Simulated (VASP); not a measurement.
# SnO2 (P6_3/mmc) in VASP: single point with LDA

Aim: the single point of SnO2 with LDA.

All numbers are computed with VASP 6.6.1; they aren't measurements. Logs are shortened: lines on timing, memory, paths and dates and some standing lists are left out, and cuts for length are marked.

### 1 The cell of the first run

It takes space group P6_3/mmc (No. 194, hexagonal). The conventional cell has a = 3.231 Å, b = 3.231 Å, c = 10.791 Å, α = 90.00°, β = 90.00°, γ = 120.00°. Sn (site symmetry -3m) has 6 O at 2.12 Å within 2.8 Å. Within 2.8 Å of O (site symmetry 3m) lie 3 Sn at 2.12 Å and 3 O at 2.76 Å.

### 2 Single point, LDA

INCAR

```
ALGO = Normal
EDIFF = 1E-6
ENCUT = 600
GGA = CA
GGA_COMPAT = F
ISIF = 2
ISMEAR = 0
LASPH = T
LCHARG = F
LREAL = F
LWAVE = F
NBANDS = 35
NELM = 120
PREC = Accurate
SIGMA = 0.01
```

KPOINTS

```
k-points
0
Gamma
  7 7 2
```

POSCAR

```
SnO2
1.0
    3.2305756200      0.0000000000      0.0000000000
   -1.6152878100      2.7977605500      0.0000000000
    0.0000000000      0.0000000000     10.7905620000
Sn O
2 4
Direct
    0.0000000000      0.0000000000      0.5000000000
    0.0000000000      0.0000000000      0.0000000000
    0.6666666700      0.3333333300      0.4058620000
    0.6666666700      0.3333333300      0.0941380000
    0.3333333300      0.6666666700      0.5941380000
    0.3333333300      0.6666666700      0.9058620000
```

Potentials or basis: VASP PAW LDA potentials, release 64 (Sn_d, O).

Run with:

```bash
cat potpaw_LDA.64/Sn_d/POTCAR potpaw_LDA.64/O/POTCAR > POTCAR
mpirun -np 1 vasp_std > vasp.out
```

OUTCAR:

```text
EDIFF = 1E-6
   ENCUT = 600
   GGA = CA
   ISIF = 2
   ISMEAR = 0
   LASPH = T
   LREAL = F
   NELM = 120
   PREC = Accurate

 ion  position               nearest neighbor table
   1  0.000  0.000  0.500-   3 2.12   5 2.12   5 2.12   3 2.12   3 2.12   5 2.12
   2  0.000  0.000  0.000-   4 2.12   6 2.12   6 2.12   4 2.12   4 2.12   6 2.12
   3  0.667  0.333  0.406-   1 2.12   1 2.12   1 2.12
   4  0.667  0.333  0.094-   2 2.12   2 2.12   2 2.12
   5  0.333  0.667  0.594-   1 2.12   1 2.12   1 2.12
   6  0.333  0.667  0.906-   2 2.12   2 2.12   2 2.12

  LATTYP: Found a hexagonal cell.
 ALAT       =     3.2305756200
 C/A-ratio  =     3.3401360220

  Lattice vectors:

 A1 = (   3.2305756200,   0.0000000000,   0.0000000000)
 A2 = (  -1.6152878100,   2.7977605500,   0.0000000000)
 A3 = (   0.0000000000,   0.0000000000,  10.7905620000)

Analysis of symmetry for initial positions (statically):
=====================================================================
 Subroutine PRICEL returns:
 Original cell was already a primitive cell.

 Routine SETGRP: Setting up the symmetry group for a
 hexagonal supercell.

 Subroutine GETGRP returns: Found 24 space group operations
 (whereof 12 operations were pure point group operations)
 out of a pool of 24 trial point group operations.

The static configuration has the point symmetry D_3d.
 The point group associated with its full space group is D_6h.

Analysis of symmetry for dynamics (positions and initial velocities):
=====================================================================
 Subroutine PRICEL returns:
 Original cell was already a primitive cell.

 Routine SETGRP: Setting up the symmetry group for a
 hexagonal supercell.

 Subroutine GETGRP returns: Found 24 space group operations
 (whereof 12 operations were pure point group operations)
 out of a pool of 24 trial point group operations.

The dynamic configuration has the point symmetry D_3d.
 The point group associated with its full space group is D_6h.

 Subroutine INISYM returns: Found 24 space group operations
 (whereof 12 operations are pure point group operations),
 and found     1 'primitive' translations

----------------------------------------------------------------------------------------

[... 90 lines left out ...]
   NELM   =    120;   NELMIN=  2; NELMDL= -5     # of ELM steps
   EDIFF  = 0.1E-05   stopping-criterion for ELM
   LREAL  =      F    real-space projection
   EDIFFG = 0.1E-04   stopping-criterion for IOM
   NSW    =      0    number of steps for IOM
   IBRION =     -1    ionic relax: 0-MD 1-quasi-New 2-CG
   NFREE  =      0    steps in history (QN), initial steepest desc. (CG)
   ISIF   =      2    stress and relaxation
   ISYM   =      2    0-nonsym 1-usesym 2-fastsym
   POTIM  = 0.5000    time-step for ionic-motion
   TEBEG  =    0.0;   TEEND  =   0.0 temperature during run
   PSTRESS=    0.0 pullay stress
   NELECT =      52.0000    total number of electrons
   NUPDOWN=      -1.0000    fix difference up-down
   EMIN   =  10.00;   EMAX   =-10.00  energy-range for DOS
   EFERMI =   0.00;   METHOD = LEGACY
   ISMEAR =     0;   SIGMA  =   0.01  broadening in eV -4-tet -1-fermi 0-gaus
   EFERMI_NEDOS =   21; number of points for ismear=-14 and -15
   IALGO  =     38    algorithm
   IMIX   =      4    mixing-type and parameters
     AMIX     =   0.40;   BMIX     =  1.00
     AMIX_MAG =   1.60;   BMIX_MAG =  1.00
  volume/ion in A,a.u.               =      16.25       109.69
  Fermi-wavevector in a.u.,A,eV,Ry     =   1.327490  2.508591 23.976574  1.762228
  Thomas-Fermi vector in A             =   2.456798
   LORBIT       =      0    0 simple, 1 ext, 2 COOP (PROOUT), +10 PAW based schemes
   GGA     = CA    functional components
   LHFCALC =     F    Hartree Fock is set to
   AEXX    =    0.0000 exact exchange contribution
   IVDW    =     0    specifies the selected vdW correction
   LEPSILON=     F    determine dielectric tensor
   LRPA    =     F    only Hartree local field effects (RPA)
 non-spin polarized calculation
 Gauss-broadening in eV      SIGMA  =   0.01
  energy-cutoff  :      600.00
  volume of cell :       97.53
 maximum number of plane-waves:      3291
 NGX is ok and might be reduce to    28
   NGX = 13   NGY = 13   NGZ = 43

 number of electron      52.0000003 magnetization

 Free energy of the ion-electron system (eV)
  ---------------------------------------------------
  ext. energy  EPLUGINS =         0.00000000
  ---------------------------------------------------
  free energy    TOTEN  =       -40.73773113 eV

  energy without entropy =      -40.73773113  energy(sigma->0) =      -40.73773113

 E-fermi :   1.8824     XC(G=0):  -9.7427

 val. band max:        1.7678806929   @ k =   0.2857   0.1429   0.0000
 cond. band min:       3.7386986723   @ k =   0.0000   0.0000   0.0000
 fundamental gap:      1.9708179794
 Fermi energy:         1.8823705726

 k-point     1 :       0.0000    0.0000    0.0000
  band No.  band energies     occupation
      1     -18.1418      2.00000
      2     -18.1413      2.00000
      3     -17.9498      2.00000
      4     -17.9498      2.00000
      5     -17.9498      2.00000
      6     -17.9498      2.00000
[... 597 lines left out ...]
     34      12.3839      0.00000
     35      13.3900      0.00000

------------------------ aborting loop because EDIFF is reached ----------------------------------------

  FORCE on cell =-STRESS in cart. coord.  units (eV):
  Direction    XX          YY          ZZ          XY          YZ          ZX
  --------------------------------------------------------------------------------------
  -------------------------------------------------------------------------------------
  Total       -5.1740784     -5.1740784     -2.9342041      0.0000000     -0.0000000     -0.0000000
  in kB      -84.9980707    -84.9980704    -48.2021475      0.0000000     -0.0000000     -0.0000000
  external PRESSURE =     -72.7327629 kB  Pullay stress =       0.0000000 kB

 VOLUME and BASIS-vectors are now :
 -----------------------------------------------------------------------------
  energy-cutoff  :      600.00
  volume of cell :       97.53
      direct lattice vectors                 reciprocal lattice vectors
     3.230575620  0.000000000  0.000000000     0.309542360  0.178714365  0.000000000
    -1.615287810  2.797760550  0.000000000     0.000000000  0.357428730  0.000000000
     0.000000000  0.000000000 10.790562000     0.000000000  0.000000000  0.092673579

 POSITION                                       TOTAL-FORCE (eV/Angst)
 -----------------------------------------------------------------------------------
      0.00000      0.00000      5.39528         0.000000      0.000000      0.000000
      0.00000      0.00000      0.00000         0.000000      0.000000      0.000000
      1.61529      0.93259      4.37948         0.000000     -0.000000      0.638614
      1.61529      0.93259      1.01580         0.000000     -0.000000     -0.638614
     -0.00000      1.86517      6.41108        -0.000000      0.000000     -0.638614
     -0.00000      1.86517      9.77476        -0.000000      0.000000      0.638614
 -----------------------------------------------------------------------------------
    total drift:                                0.000000      0.000000      0.000000

  FREE ENERGIE OF THE ION-ELECTRON SYSTEM (eV)
  ---------------------------------------------------
  free  energy   TOTEN  =       -40.7377311272 eV

  energy  without entropy=      -40.7377311272  energy(sigma->0) =      -40.73773113
```

OSZICAR:

```text
N       E                     dE             d eps       ncg     rms          rms(c)
DAV:   1     0.657090932916E+03    0.65709E+03   -0.27676E+04  1269   0.229E+03
DAV:   2     0.659753247625E+02   -0.59112E+03   -0.55766E+03  1256   0.637E+02
DAV:   3    -0.404112456630E+02   -0.10639E+03   -0.10492E+03  1234   0.217E+02
DAV:   4    -0.463924618063E+02   -0.59812E+01   -0.59432E+01  1368   0.572E+01
DAV:   5    -0.465618515638E+02   -0.16939E+00   -0.16915E+00  1396   0.987E+00    0.147E+01
DAV:   6    -0.408442284378E+02    0.57176E+01   -0.17457E+01  1697   0.647E+01    0.634E+00
DAV:   7    -0.408421624942E+02    0.20659E-02   -0.21113E+00  1220   0.856E+00    0.313E+00
DAV:   8    -0.407558890202E+02    0.86273E-01   -0.24206E-01  1654   0.373E+00    0.913E-01
DAV:   9    -0.407371458994E+02    0.18743E-01   -0.26409E-02  1668   0.252E+00    0.135E-01
DAV:  10    -0.407377239743E+02   -0.57807E-03   -0.52431E-03  1472   0.731E-01    0.783E-02
DAV:  11    -0.407377258122E+02   -0.18379E-05   -0.50636E-04  1762   0.269E-01    0.246E-02
DAV:  12    -0.407377318963E+02   -0.60841E-05   -0.37542E-05  1368   0.464E-02    0.137E-02
DAV:  13    -0.407377311272E+02    0.76913E-06   -0.70707E-06  1449   0.207E-02
   1 F= -.40737731E+02 E0= -.40737731E+02  d E =-.817245E-60
```

stdout:

```text
POSCAR found type information on POSCAR SnO
 POSCAR found :  2 types and       6 ions
 scaLAPACK will be used
 LDA part: xc-table for (Slater(with rela. corr.)+CA(PZ))
 , standard interpolation
 POSCAR, INCAR and KPOINTS ok, starting setup
 FFT: planning ... GRIDC
 FFT: planning ... GRID_SOFT
 FFT: planning ... GRID
 WAVECAR not read
 entering main loop
```

It took 64 s on 1 thread of Intel Xeon Platinum 8488C (Sapphire Rapids), shared host; peak memory 0.22 GiB.

What came out:

```
Free energy            : -40.7377 eV
Pressure               : -7.3 GPa
Largest force          : 0.639 eV/Å
Band gap on the k mesh : 1.97 eV (least direct gap 2.38 eV)
```

Forces in eV/Å, atoms in the order of the input:
```
Sn   0.000  0.000  0.000
Sn   0.000  0.000  0.000
O    0.000  0.000  0.639
O    0.000  0.000 -0.639
O    0.000  0.000 -0.639
O    0.000  0.000  0.639
```

Levels at points of the mesh, in eV from the valence-band top:
| k point | band 23 | band 24 | band 25 | band 26 | band 27 | band 28 | band 29 | band 30 |
| --- | --- | --- | --- | --- | --- | --- | --- | --- |
| (0.00, 0.00, 0.00) | -0.89 | -0.87 | -0.87 | -0.41 | 1.97 | 2.71 | 5.24 | 5.60 |
| (0.00, 0.00, 0.50) | -0.88 | -0.88 | -0.74 | -0.74 | 2.35 | 2.35 | 5.43 | 5.43 |

Caveat: the cell stands under tension; spin-orbit coupling is left out, which moves the levels of the heavy elements; an odd mesh through Γ misses points on the zone boundary, where band edges can lie.
